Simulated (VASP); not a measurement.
# Ge (Pm-3n) in VASP: relaxation of cell and atoms with r2SCAN

Aim: the relaxation of cell and atoms of Ge with r2SCAN.

Everything below comes from runs of VASP 6.6.1. Logs are shortened: lines on timing, memory, paths and dates and some standing lists are left out, and cuts for length are marked.

### 1 The cell of the first run

It takes space group Pm-3n (No. 223, cubic). The conventional cell has a = 5.700 Å, b = 5.700 Å, c = 5.700 Å, α = 90.00°, β = 90.00°, γ = 90.00°. Ge (site symmetry m-3) has 12 Ge at 3.19 Å within 4.2 Å. Ge (site symmetry -4m2) has 14 Ge at 2.85 to 3.49 Å within 3.8 Å.

### 2 Relaxation of cell and atoms, r2SCAN

POSCAR reads:

```
Ge
1.0
    5.7002725889      0.0000000000      0.0000000000
    0.0000000000      5.7002725889      0.0000000000
    0.0000000000      0.0000000000      5.7002725889
Ge
8
Direct
    0.5000000000      0.5000000000      0.5000000000
    0.0000000000      0.0000000000      0.0000000000
    0.2500000000      0.0000000000      0.5000000000
    0.5000000000      0.2500000000      0.0000000000
    0.5000000000      0.7500000000      0.0000000000
    0.7500000000      0.0000000000      0.5000000000
    0.0000000000      0.5000000000      0.7500000000
    0.0000000000      0.5000000000      0.2500000000
```

INCAR.step1 reads:

```
PREC     = Accurate       # precision mode
ENCUT    = 600            # plane-wave cutoff, eV
ISMEAR   = 0              # smearing method
SIGMA    = 0.1            # smearing width, eV
LREAL    = F              # projectors in reciprocal space
LASPH    = T              # aspherical terms in the spheres
NELM     = 100            # most SCF steps
GGA      = PE             # functional
ALGO     = Normal         # electronic algorithm
EDIFF    = 1E-4           # SCF threshold, eV
LWAVE    = T              # write WAVECAR
LCHARG   = F              # write CHGCAR
```

INCAR.step2 reads:

```
PREC     = Accurate       # precision mode
ENCUT    = 600            # plane-wave cutoff, eV
EDIFF    = 1E-7           # SCF threshold, eV
ISMEAR   = 0              # smearing method
SIGMA    = 0.1            # smearing width, eV
LREAL    = F              # projectors in reciprocal space
LASPH    = T              # aspherical terms in the spheres
NELM     = 100            # most SCF steps
ALGO     = Normal         # electronic algorithm
ISIF     = 3              # what is computed and relaxed
LWAVE    = F              # write WAVECAR
LCHARG   = F              # write CHGCAR
METAGGA  = R2SCAN         # meta-GGA
LMIXTAU  = T            
IBRION   = 2              # ionic algorithm
NSW      = 90             # ionic steps
EDIFFG   = -0.04          # ionic threshold
ISTART   = 1
```

KPOINTS reads:

```
Automatic mesh
0
Gamma
  4 4 4
```

Potentials or basis: VASP PAW PBE potentials, release 64 (Ge_d).

Started as:

```
$ cat potpaw_PBE.64/Ge_d/POTCAR > POTCAR
$ cp INCAR.step1 INCAR
$ mpirun -np 1 vasp_std > vasp.out
$ cp INCAR.step2 INCAR
$ mpirun -np 1 vasp_std > vasp.out
```

OUTCAR:

```text
PREC = Accurate
   ENCUT = 600
   EDIFF = 1E-7
   ISMEAR = 0
   LREAL = F
   LASPH = T
   NELM = 100
   ISIF = 3
   METAGGA = R2SCAN
   IBRION = 2
   NSW = 90
   EDIFFG = -0.04
   ISTART = 1

 ion  position               nearest neighbor table
   1  0.500  0.500  0.500-
   2  0.000  0.000  0.000-
   3  0.250  0.000  0.500-   6 2.85   6 2.85
   4  0.500  0.250  0.000-   5 2.85   5 2.85
   5  0.500  0.750  0.000-   4 2.85   4 2.85
   6  0.750  0.000  0.500-   3 2.85   3 2.85
   7  0.000  0.500  0.750-   8 2.85   8 2.85
   8  0.000  0.500  0.250-   7 2.85   7 2.85

  LATTYP: Found a simple cubic cell.
 ALAT       =     5.7002725889

  Lattice vectors:

 A1 = (   5.7002725889,   0.0000000000,   0.0000000000)
 A2 = (   0.0000000000,   5.7002725889,   0.0000000000)
 A3 = (   0.0000000000,   0.0000000000,   5.7002725889)

Analysis of symmetry for initial positions (statically):
=====================================================================
 Subroutine PRICEL returns:
 Original cell was already a primitive cell.

 Routine SETGRP: Setting up the symmetry group for a
 simple cubic supercell.

 Subroutine GETGRP returns: Found 48 space group operations
 (whereof 24 operations were pure point group operations)
 out of a pool of 48 trial point group operations.

The static configuration has the point symmetry T_h .
 The point group associated with its full space group is O_h .

Analysis of symmetry for dynamics (positions and initial velocities):
=====================================================================
 Subroutine PRICEL returns:
 Original cell was already a primitive cell.

 Routine SETGRP: Setting up the symmetry group for a
 simple cubic supercell.

 Subroutine GETGRP returns: Found 48 space group operations
 (whereof 24 operations were pure point group operations)
 out of a pool of 48 trial point group operations.

The dynamic configuration has the point symmetry T_h .
 The point group associated with its full space group is O_h .

 Subroutine INISYM returns: Found 48 space group operations
 (whereof 24 operations are pure point group operations),
 and found     1 'primitive' translations

----------------------------------------------------------------------------------------

                                     Primitive cell
[... 74 lines left out ...]
   dimension x,y,z NGXF=    96 NGYF=   96 NGZF=   96
   ions per type =               8
   NGX,Y,Z   is equivalent  to a cutoff of  14.00, 14.00, 14.00 a.u.
   NGXF,Y,Z  is equivalent  to a cutoff of  28.00, 28.00, 28.00 a.u.
 SYSTEM =  unknown system
   PREC   = accura    normal or accurate (medium, high low for compatibility)
   ISTART =      1    job   : 0-new  1-cont  2-samecut
   ICHARG =      0    charge: 1-file 2-atom 10-const
   ISPIN  =      1    spin polarized calculation?
   LNONCOLLINEAR =      F non collinear calculations
   LSORBIT =      F    spin-orbit coupling
   LASPH  =      T    aspherical Exc in radial PAW
   ENCUT  =  600.0 eV  44.10 Ry    6.64 a.u.  11.38 11.38 11.38*2*pi/ulx,y,z
   NELM   =    100;   NELMIN=  2; NELMDL=  0     # of ELM steps
   EDIFF  = 0.1E-06   stopping-criterion for ELM
   LREAL  =      F    real-space projection
   EDIFFG = -.4E-01   stopping-criterion for IOM
   NSW    =     90    number of steps for IOM
   IBRION =      2    ionic relax: 0-MD 1-quasi-New 2-CG
   NFREE  =      1    steps in history (QN), initial steepest desc. (CG)
   ISIF   =      3    stress and relaxation
   ISYM   =      2    0-nonsym 1-usesym 2-fastsym
   POTIM  = 0.5000    time-step for ionic-motion
   TEBEG  =    0.0;   TEEND  =   0.0 temperature during run
   PSTRESS=    0.0 pullay stress
   NELECT =     112.0000    total number of electrons
   NUPDOWN=      -1.0000    fix difference up-down
   EMIN   =  10.00;   EMAX   =-10.00  energy-range for DOS
   EFERMI =   0.00;   METHOD = LEGACY
   ISMEAR =     0;   SIGMA  =   0.10  broadening in eV -4-tet -1-fermi 0-gaus
   EFERMI_NEDOS =   21; number of points for ismear=-14 and -15
   IALGO  =     38    algorithm
   IMIX   =      4    mixing-type and parameters
     AMIX     =   0.40;   BMIX     =  1.00
     AMIX_MAG =   1.60;   BMIX_MAG =  1.00
  volume/ion in A,a.u.               =      23.15       156.24
  Fermi-wavevector in a.u.,A,eV,Ry     =   1.384369  2.616078 26.075262  1.916478
  Thomas-Fermi vector in A             =   2.508880
   LORBIT       =      0    0 simple, 1 ext, 2 COOP (PROOUT), +10 PAW based schemes
   METAGGA = R2SCAN    functional components
   LHFCALC =     F    Hartree Fock is set to
   AEXX    =    0.0000 exact exchange contribution
   IVDW    =     0    specifies the selected vdW correction
   LEPSILON=     F    determine dielectric tensor
   LRPA    =     F    only Hartree local field effects (RPA)
 conjugate gradient relaxation of ions
 non-spin polarized calculation
 Gauss-broadening in eV      SIGMA  =   0.10
  energy-cutoff  :      600.00
  volume of cell :      185.22
 maximum number of plane-waves:      6216
 NGX is ok and might be reduce to    48
   NGX = 23   NGY = 23   NGZ = 23

--------------------------------------- Ionic step        1  -------------------------------------------

 number of electron     111.9999862 magnetization

 Free energy of the ion-electron system (eV)
  ---------------------------------------------------
  ext. energy  EPLUGINS =         0.00000000
  ---------------------------------------------------
  free energy    TOTEN  =      -104.79409665 eV

  energy without entropy =     -104.77252926  energy(sigma->0) =     -104.78331296

------------------------ aborting loop because EDIFF is reached ----------------------------------------

  FORCE on cell =-STRESS in cart. coord.  units (eV):
  Direction    XX          YY          ZZ          XY          YZ          ZX
  --------------------------------------------------------------------------------------
  -------------------------------------------------------------------------------------
  Total       -8.6096850     -8.6096850     -8.6096850      0.0000000      0.0000000      0.0000000
  in kB      -74.4750786    -74.4750786    -74.4750786      0.0000000      0.0000000      0.0000000
  external PRESSURE =     -74.4750786 kB  Pullay stress =       0.0000000 kB
[... 71 lines left out ...]
--------------------------------------- Ionic step        3  -------------------------------------------

 number of electron     111.9999921 magnetization

 Free energy of the ion-electron system (eV)
  ---------------------------------------------------
  ext. energy  EPLUGINS =         0.00000000
  ---------------------------------------------------
  free energy    TOTEN  =      -105.60036392 eV

  energy without entropy =     -105.56995062  energy(sigma->0) =     -105.58515727

 E-fermi :   6.4207     XC(G=0): -12.2992

 val. band max:        6.3104443210   @ k =   0.0000   0.0000   0.0000
 cond. band min:       6.4584437415   @ k =   0.2500   0.0000   0.0000
 fundamental gap:      0.1479994206
 Fermi energy:         6.4206539275

 k-point     1 :       0.0000    0.0000    0.0000
  band No.  band energies     occupation
      1     -19.1872      2.00000
      2     -19.1824      2.00000
      3     -19.1824      2.00000
      4     -19.1149      2.00000
      5     -19.1149      2.00000
      6     -19.1149      2.00000
[... 724 lines left out ...]
  FREE ENERGIE OF THE ION-ELECTRON SYSTEM (eV)
  ---------------------------------------------------
  free  energy   TOTEN  =      -105.6003639162 eV

  energy  without entropy=     -105.5699506177  energy(sigma->0) =     -105.58515727

 reached required accuracy - stopping structural energy minimisation
```

Run time: 42 min. Hardware: 1 thread of Oxide Virtual Turin-like, shared host; peak memory 0.39 GiB.

What came out:

```
Free energy                           : -105.6004 eV
Relaxed volume                        : 19.37 Å³/atom
Relaxed cell                          : a = 5.371 Å, b = 5.371 Å, c = 5.371 Å, α = 90.00°, β = 90.00°, γ = 90.00°
Space group after relaxing (to 0.1 Å) : Pm-3n (No. 223)
Energy gained by relaxing             : 100.8 meV/atom
Ionic steps                           : 3
Pressure after relaxing               : 0.1 GPa
Band gap on the k mesh                : zero (bands 56 and 57 overlap by 1.92 eV)
```

Step by step:
| step | energy change (eV) | largest force (eV/Å) | pressure (GPa) | volume (Å³) |
| --- | --- | --- | --- | --- |
| 1 | 0.0000 | 0.0000 | -7.45 | 185.22 |
| 2 | -0.7970 | 0.0000 | -1.07 | 157.84 |
| 3 | -0.8063 | 0.0000 | 0.08 | 154.98 |

Final structure:
```
Ge
1.0
     5.37145    0.00000    0.00000
     0.00000    5.37145    0.00000
     0.00000    0.00000    5.37145
Ge
8
Direct
  0.50000 0.50000 0.50000
  0.00000 0.00000 0.00000
  0.25000 0.00000 0.50000
  0.50000 0.25000 0.00000
  0.50000 0.75000 0.00000
  0.75000 0.00000 0.50000
  0.00000 0.50000 0.75000
  0.00000 0.50000 0.25000
```

Caveat: the volume moved by over 15 % at a fixed basis, so the end points are rough; the PAW data sets were made with another functional, which shifts forces and pressure a little.
